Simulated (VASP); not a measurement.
# MnHg (Pm-3m) in VASP: further runs

Runs on MnHg. Level: LDA. Tasks: single point.

Program: VASP 6.6.1. These are calculated values, not measurements. Logs are shortened: lines on timing, memory, paths and dates and some standing lists are left out, and cuts for length are marked.

## Step 1: The cell of the first run

The structure is cubic, space group Pm-3m (No. 221). Conventional cell: a = 3.325 Å, b = 3.325 Å, c = 3.325 Å, α = 90.00°, β = 90.00°, γ = 90.00°. Hg (site symmetry m-3m) has 8 Mn at 2.88 Å and 6 Hg at 3.33 Å within 3.8 Å. Mn (site symmetry m-3m) has 8 Hg at 2.88 Å and 6 Mn at 3.33 Å within 3.8 Å.

## Step 2: Single point, LDA, collinear spin

Contents of INCAR:

```
SYSTEM = MnHg
ALGO = Normal ; EDIFF = 1E-7
ENCUT = 520 ; GGA = CA
ISIF = 2 ; ISMEAR = -1
ISPIN = 2 ; LASPH = .TRUE.
LCHARG = .FALSE. ; LMAXMIX = 4
LORBIT = 11 ; LREAL = .FALSE.
LWAVE = .FALSE. ; MAGMOM = 0 0 0 4.5
NBANDS = 37 ; NELM = 150
PREC = Accurate ; SIGMA = 0.1
```

Contents of KPOINTS:

```
k-points
0
G
  6 8 6
  0 0 0
```

Contents of POSCAR:

```
MnHg
1.0
   -3.3250000000      0.0000000000     -3.3250000000
    0.0000000000     -3.3250000000      0.0000000000
   -3.3250000000      0.0000000000      3.3250000000
Hg Mn
2 2
Direct
    0.0000000000      0.0000000000      0.0000000000
    0.5000000000      0.0000000000      0.5000000000
    0.0000000000      0.5000000000      0.5000000000
    0.5000000000      0.5000000000      0.0000000000
```

Potentials or basis: VASP PAW LDA potentials, release 64 (Hg, Mn_pv).

Started as:

```sh
$ cat potpaw_LDA.64/Hg/POTCAR potpaw_LDA.64/Mn_pv/POTCAR > POTCAR
$ mpirun -np 1 vasp_std > vasp.out
```

OUTCAR:

```text
SYSTEM = MnHg
   EDIFF = 1E-7
   ENCUT = 520
   GGA = CA
   ISIF = 2
   ISMEAR = -1
   ISPIN = 2
   LASPH = .TRUE.
   LORBIT = 11
   LREAL = .FALSE.
   NELM = 150
   PREC = Accurate

 ion  position               nearest neighbor table
   1  0.000  0.000  0.000-   3 2.88   4 2.88   3 2.88   3 2.88   4 2.88   3 2.88   4 2.88   4 2.88
                             2 3.33   2 3.33   2 3.33   2 3.33
   2  0.500  0.000  0.500-   3 2.88   4 2.88   4 2.88   3 2.88   4 2.88   4 2.88   3 2.88   3 2.88
                             1 3.33   1 3.33   1 3.33   1 3.33
   3  0.000  0.500  0.500-   1 2.88   2 2.88   1 2.88   1 2.88   2 2.88   1 2.88   2 2.88   2 2.88

   4  0.500  0.500  0.000-   1 2.88   2 2.88   2 2.88   1 2.88   2 2.88   2 2.88   1 2.88   1 2.88

  LATTYP: Found a simple tetragonal cell.
 ALAT       =     4.7022600949
 C/A-ratio  =     0.7071067812

  Lattice vectors:

 A1 = (   3.3250000000,   0.0000000000,   3.3250000000)
 A2 = (  -3.3250000000,   0.0000000000,   3.3250000000)
 A3 = (   0.0000000000,  -3.3250000000,   0.0000000000)

Analysis of symmetry for initial positions (statically):
=====================================================================
 Subroutine PRICEL returns following result:

  LATTYP: Found a simple cubic cell.
 ALAT       =     3.3250000000

  Lattice vectors:

 A1 = (   0.0000000000,   0.0000000000,  -3.3250000000)
 A2 = (   0.0000000000,  -3.3250000000,   0.0000000000)
 A3 = (  -3.3250000000,   0.0000000000,   0.0000000000)

   2 primitive cells build up your supercell.

 Routine SETGRP: Setting up the symmetry group for a
 simple tetragonal supercell.

 Subroutine GETGRP returns: Found 16 space group operations
 (whereof 16 operations were pure point group operations)
 out of a pool of 16 trial point group operations.

The static configuration has the point symmetry D_4h.

Analysis of symmetry for dynamics (positions and initial velocities):
=====================================================================
 Subroutine PRICEL returns following result:

  LATTYP: Found a simple cubic cell.
 ALAT       =     3.3250000000

  Lattice vectors:

 A1 = (   0.0000000000,   0.0000000000,  -3.3250000000)
 A2 = (   0.0000000000,  -3.3250000000,   0.0000000000)
 A3 = (  -3.3250000000,   0.0000000000,   0.0000000000)

   2 primitive cells build up your supercell.

 Routine SETGRP: Setting up the symmetry group for a
 simple tetragonal supercell.

[... 146 lines left out ...]
  Thomas-Fermi vector in A             =   2.558500
   LORBIT       =     11    0 simple, 1 ext, 2 COOP (PROOUT), +10 PAW based schemes
   GGA     = CA    functional components
   LHFCALC =     F    Hartree Fock is set to
   AEXX    =    0.0000 exact exchange contribution
   IVDW    =     0    specifies the selected vdW correction
   LEPSILON=     F    determine dielectric tensor
   LRPA    =     F    only Hartree local field effects (RPA)
 spin polarized calculation
  energy-cutoff  :      520.00
  volume of cell :       73.52
 maximum number of plane-waves:      2013
 NGX is ok and might be reduce to    36
   NGX = 17   NGY = 13   NGZ = 17

 number of electron      49.9999964 magnetization       3.7661315

 Free energy of the ion-electron system (eV)
  ---------------------------------------------------
  ext. energy  EPLUGINS =         0.00000000
  ---------------------------------------------------
  free energy    TOTEN  =       -18.83513680 eV

  energy without entropy =      -18.63778367  energy(sigma->0) =      -18.73646023

 E-fermi :   4.7398     XC(G=0): -11.9599

 val. band max:        4.7390928000   @ k =   0.1667   0.5000   0.0000
 cond. band min:       4.7480000494   @ k =   0.3333   0.3750   0.0000
 fundamental gap:      0.0089072494
 Fermi energy:         4.7398334729

 spin component 1

 k-point     1 :       0.0000    0.0000    0.0000
  band No.  band energies     occupation
      1     -44.6702      1.00000
      2     -44.6702      1.00000
      3     -44.6019      1.00000
      4     -42.4145      1.00000
      5     -42.3027      1.00000
      6     -42.3027      1.00000
[... 949 lines left out ...]
     36      14.7423      0.00000
     37      15.6803      0.00000

 [... further k-points ...]

 spin component 2

 k-point     1 :       0.0000    0.0000    0.0000
  band No.  band energies     occupation
      1     -42.5079      1.00000
      2     -42.5079      1.00000
      3     -42.4049      1.00000
      4     -41.0146      1.00000
      5     -41.0146      1.00000
      6     -40.9675      1.00000
[... 949 lines left out ...]
     36      15.1700      0.00000
     37      16.0553      0.00000

 [... further k-points ...]

------------------------ aborting loop because EDIFF is reached ----------------------------------------

  FORCE on cell =-STRESS in cart. coord.  units (eV):
  Direction    XX          YY          ZZ          XY          YZ          ZX
  --------------------------------------------------------------------------------------
  -------------------------------------------------------------------------------------
  Total       -7.6393059     -7.1504892     -7.6393059      0.0000000      0.0000000     -0.0000000
  in kB     -166.4790301   -155.8265277   -166.4790301      0.0000000      0.0000000     -0.0000000
  external PRESSURE =    -162.9281960 kB  Pullay stress =       0.0000000 kB

 VOLUME and BASIS-vectors are now :
 -----------------------------------------------------------------------------
  energy-cutoff  :      520.00
  volume of cell :       73.52
      direct lattice vectors                 reciprocal lattice vectors
    -3.325000000  0.000000000 -3.325000000    -0.150375940  0.000000000 -0.150375940
     0.000000000 -3.325000000  0.000000000     0.000000000 -0.300751880  0.000000000
    -3.325000000  0.000000000  3.325000000    -0.150375940  0.000000000  0.150375940

 POSITION                                       TOTAL-FORCE (eV/Angst)
 -----------------------------------------------------------------------------------
      0.00000      0.00000      0.00000        -0.000000      0.000000      0.000000
     -3.32500      0.00000      0.00000         0.000000      0.000000      0.000000
     -1.66250     -1.66250      1.66250         0.000000      0.000000     -0.000000
     -1.66250     -1.66250     -1.66250         0.000000      0.000000     -0.000000
 -----------------------------------------------------------------------------------
    total drift:                               -0.000000     -0.000000      0.000000

  FREE ENERGIE OF THE ION-ELECTRON SYSTEM (eV)
  ---------------------------------------------------
  free  energy   TOTEN  =       -18.8351368001 eV

  energy  without entropy=      -18.6377836691  energy(sigma->0) =      -18.73646023

 total charge

# of ion       s       p       d       tot
------------------------------------------
    1        0.809   0.485   9.253  10.547
    2        0.809   0.485   9.253  10.547
    3        0.224   6.146   5.107  11.477
    4        0.250   6.161   4.992  11.403
--------------------------------------------------
tot          2.092  13.278  28.605  43.975

 magnetization (x)

# of ion       s       p       d       tot
------------------------------------------
    1       -0.014  -0.012   0.027   0.001
    2       -0.014  -0.012   0.027   0.001
    3       -0.003  -0.002  -0.140  -0.146
    4        0.022   0.015   3.703   3.740
--------------------------------------------------
tot         -0.009  -0.012   3.616   3.596
```

OSZICAR:

```text
N       E                     dE             d eps       ncg     rms          rms(c)
DAV:   1     0.552603682781E+03    0.55260E+03   -0.27144E+04  7464   0.154E+03
DAV:   2     0.669315751450E+01   -0.54591E+03   -0.51850E+03  7435   0.450E+02
DAV:   3    -0.202592232227E+02   -0.26952E+02   -0.26233E+02  8079   0.115E+02
[... 18 lines left out ...]
DAV:  22    -0.188351363947E+02   -0.14475E-05   -0.18264E-06  7194   0.613E-03    0.974E-03
DAV:  23    -0.188351368895E+02   -0.49478E-06   -0.64181E-07  6474   0.312E-03    0.733E-03
DAV:  24    -0.188351366436E+02    0.24585E-06   -0.15458E-06  7357   0.481E-03    0.487E-03
DAV:  25    -0.188351367632E+02   -0.11962E-06   -0.14834E-07  4712   0.180E-03    0.235E-03
DAV:  26    -0.188351368001E+02   -0.36899E-07   -0.94967E-08  4327   0.115E-03
   1 F= -.18835137E+02 E0= -.18736460E+02  d E =-.197353E+00  mag=     3.7661
```

stdout:

```text
POSCAR found type information on POSCAR HgMn
 POSCAR found :  2 types and       4 ions
 scaLAPACK will be used
 LDA part: xc-table for (Slater(with rela. corr.)+CA(PZ))
 , standard interpolation
 POSCAR, INCAR and KPOINTS ok, starting setup
 FFT: planning ... GRIDC
 FFT: planning ... GRID_SOFT
 FFT: planning ... GRID
 WAVECAR not read
 entering main loop
```

Wall time 2.2 min (1 thread of Intel Xeon 6975P-C (Granite Rapids), shared host); peak memory 0.3 GiB.

Results:

- Free energy: -18.8351 eV
- Pressure: -16.3 GPa
- Net moment: 3.77 μB per cell
- Site moments: Hg +0.00; Mn -0.15, +3.74 μB
- Valence electrons inside the program's atomic spheres: Hg 10.55; Mn 11.48, 11.40

Stress tensor (GPa, compression positive):
```
-16.65   0.00   0.00
  0.00 -15.58   0.00
  0.00   0.00 -16.65
```

Caveat: the cell stands under tension; spin-orbit coupling is left out, which moves the levels of the heavy elements.

[end of part 1 of 2]
